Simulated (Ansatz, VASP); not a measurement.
# HBr in VASP and in Ansatz

The input POSCAR:

```
HBr
1.0
    0.0000000000      2.9046000000      3.0769725000
    2.8608250000      0.0000000000      3.0769725000
    2.8608250000      2.9046000000      0.0000000000
H Br
1 1
Direct
    0.0000000000      0.0000000000      0.0000000000
    0.5000000000      0.5000000000      0.5000000000
```

Contents of INCAR.step1:

```
  ALGO = Normal
  EDIFF = 1E-4
  ENCUT = 520
  GGA = PE
  ISMEAR = 0
  LASPH = True
  LCHARG = False
  LREAL = False
  LWAVE = True
  NBANDS = 11
  NELM = 60
  PREC = Accurate
  SIGMA = 0.15
```

Contents of INCAR.step2:

```
  ALGO = Normal
  EDIFF = 1E-7
  ENCUT = 520
  ISIF = 2
  ISMEAR = 0
  ISTART = 1
  LASPH = True
  LCHARG = True
  LELF = True
  LMIXTAU = True
  LREAL = False
  LVHAR = True
  LWAVE = False
  METAGGA = R2SCAN
  NBANDS = 11
  NELM = 60
  PREC = Accurate
  SIGMA = 0.15
```

The input KPOINTS:

```
k-points
0
Gamma
  14 14 14
```

Input for Ansatz:

```yaml
crystal:
  lattice:
    - [0.0, 2.9046, 3.0769725]
    - [2.860825, 0.0, 3.0769725]
    - [2.860825, 2.9046, 0.0]
  atoms:
    - { symbol: H, position: [0.0, 0.0, 0.0] }
    - { symbol: Br, position: [0.5, 0.5, 0.5] }
basis:
  ecutwfc: 500
kpoints:
  mp_grid: { grid: [14, 14, 14] }
hamiltonian:
  xc: r2scan
scf:
  occupations: { method: gaussian, width: 0.15 }
output:
  forces: true
  stress: true
  eigenvalues: true
  write_density: true
  write_potential: true
  elf: true
  volumetric_format: npy
```

Change from the starting cell: strain +0.030 along x and y, +0.015 along z, atoms carried along.

Alike in both runs: task single point; functional r2SCAN; k mesh 14 × 14 × 14; occupations gaussian, width 0.15 eV; no spin polarisation.

```csv
,VASP,Ansatz
version,VASP 6.6.1,Ansatz 0.2.0
potentials or method,"VASP PAW PBE potentials, release 64 (H, Br), cutoff 520 eV","scalar-relativistic, plane waves, PAW"
valence electrons in the cell,8,8
```

|  | VASP | Ansatz | Ansatz less VASP |
| --- | --- | --- | --- |
| gap on the k mesh at the Fermi level (eV) | none | none | - |
| pressure (GPa) | -7.7 | -7.7 | +0.03 |
| traceless stress, the component that is largest in VASP (GPa) | 2.67 | 2.68 | +0.009 |

VASP's potentials were made for PBE, not for r2SCAN. A gap of «none» marks a metal or a gap that the smearing closes.
